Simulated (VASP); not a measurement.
A run of VASP 6.6.1 is set up as follows.

Contents of INCAR:

```
SYSTEM = NaTbBr4
PREC = Accurate ; ENCUT = 500
EDIFF = 1E-6 ; ISMEAR = 0
SIGMA = 0.1 ; LREAL = .False.
LASPH = .True. ; NELM = 200
ALGO = Normal ; ISIF = 2
LWAVE = .False. ; LCHARG = .False.
GGA = PE ; NBANDS = 31
GGA_COMPAT = .False. ; LMAXMIX = 6
```

The input KPOINTS:

```
Automatic mesh
0
Gamma
  2 2 4
  0 0 0
```

The input POSCAR:

```
NaTbBr4
1.0
    7.4480291440      0.0000000000      0.0000000000
    0.0000000000      7.4480291440      0.0000000000
    0.0000000000      0.0000000000      3.7679710802
Na Tb Br
1 1 4
Direct
    0.5000000000      0.5000000000      0.5000000000
    0.0000000000      0.0000000000      0.0000000000
    0.2237821373      0.7762178627      0.5000000000
    0.7762178627      0.2237821373      0.5000000000
    0.2237821373      0.2237821373      0.5000000000
    0.7762178627      0.7762178627      0.5000000000
```

Potentials or basis: VASP PAW PBE potentials, release 64 (Na_pv, Tb_3, Br), 4f in core.

The run is started by

```sh
$ cat potpaw_PBE.64/Na_pv/POTCAR potpaw_PBE.64/Tb_3/POTCAR potpaw_PBE.64/Br/POTCAR > POTCAR
$ mpirun -np 1 vasp_std > vasp.out
```

Q: Predict the pressure.

A: -0.1 GPa.

Q: What does it give for the largest force?

A: 0.006 eV/Å.

Q: Predict the band gap on the k mesh.

A: 1.19 eV (least direct gap 1.39 eV).

Stress tensor (GPa, compression positive):
```
 0.00  0.00  0.00
 0.00  0.00  0.00
 0.00  0.00 -0.15
```

Caveat: the k points lie up to 0.42 Å⁻¹ apart; spin-orbit coupling is left out, which moves the levels of the heavy elements; the 4f electrons are frozen in the core, so they carry no moment and show no levels. Spin polarisation is off, so any magnetic state and its effect on volume and gap are missing.
